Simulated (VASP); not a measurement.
Wanted: the native input for a VASP 6.6.1 run.

- Task: single point
- Functional: LDA
- Potentials or basis: VASP PAW LDA potentials, release 64 (Zn, O)
- Cutoff: 520 eV
- k mesh: 12 × 12 × 6
- Occupations: gaussian, width 0.01 eV
- Spin: no spin polarisation
- Dipole correction: no
- Further INCAR settings: ALGO = Normal; EDIFF = 1e-07; NBANDS = 26

The structure of ZnO lies in POSCAR:

```
ZnO
1.0
    3.1445047041      0.0000000000      0.0000000000
   -1.5722523521      2.7232209560      0.0000000000
    0.0000000000      0.0000000000      5.0864622827
Zn O
2 2
Direct
    0.3333333333      0.6666666667      0.0019625624
    0.6666666667      0.3333333333      0.5019625624
    0.3333333333      0.6666666667      0.3801374376
    0.6666666667      0.3333333333      0.8801374376
```

One way to write it, as run:

INCAR

```
SYSTEM = ZnO
ALGO = Normal ; EDIFF = 1E-7
ENCUT = 520 ; GGA = CA
ISIF = 2 ; ISMEAR = 0
LASPH = .TRUE. ; LCHARG = .FALSE.
LREAL = .FALSE. ; LWAVE = .FALSE.
NBANDS = 26 ; NELM = 80
PREC = Accurate ; SIGMA = 0.01
```

KPOINTS

```
k-points
0
G
  12 12 6
  0 0 0
```

Potentials or basis: VASP PAW LDA potentials, release 64 (Zn, O).

Command:

```console
$ cat potpaw_LDA.64/Zn/POTCAR potpaw_LDA.64/O/POTCAR > POTCAR
$ mpirun -np 1 vasp_std > vasp.out
```

Results of the run:

```
Pressure               : 8.6 GPa
Band gap on the k mesh : 0.87 eV
```

Caveat: the cell stands under pressure.

Wall time 30 s on 1 thread of Intel(R) Xeon(R) 6975P-C (Granite Rapids), with other jobs on the host, peak memory 0.18 GiB.
